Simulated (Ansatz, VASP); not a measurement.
## Se: VASP beside Ansatz

```xyz
4
Lattice="4.5211 0.0000 0.0000 -2.2606 3.9154 0.0000 0.0000 0.0000 5.6835" Properties=species:S:1:pos:R:3 pbc="T T T"
Se    0.0000    0.0000    1.4209
Se    0.0000    0.0000    4.2626
Se    0.0000    2.6103    4.2626
Se    2.2606    1.3051    1.4209
```

Alike in both runs: functional r2SCAN; k mesh 6 × 6 × 2; occupations gaussian, width 0.1 eV; no spin polarisation.

Ansatz relaxed the structure, and its values are those at the end. VASP's run is a single point on that final structure, the one shown.

|  | VASP | Ansatz |
| --- | --- | --- |
| version | VASP 6.6.1 | Ansatz 0.2.0 |
| potentials or method | VASP PAW PBE potentials, release 64 (Se), cutoff 520 eV | scalar-relativistic, plane waves, PAW |
| valence electrons in the cell | 24 | 64 |

|  | VASP | Ansatz | Ansatz less VASP |
| --- | --- | --- | --- |
| gap on the k mesh at the Fermi level (eV) | none | none | - |
| pressure (GPa) | 0.1 | 0.2 | +0.06 |

VASP's potentials were made for PBE, not for r2SCAN. A gap of «none» marks a metal or a gap that the smearing closes. VASP's potentials hold 24 valence electrons a cell and Ansatz's 64, so a difference there can come from the potentials and not from the codes.

The k mesh is coarse, so the values compare programs but aren't converged.
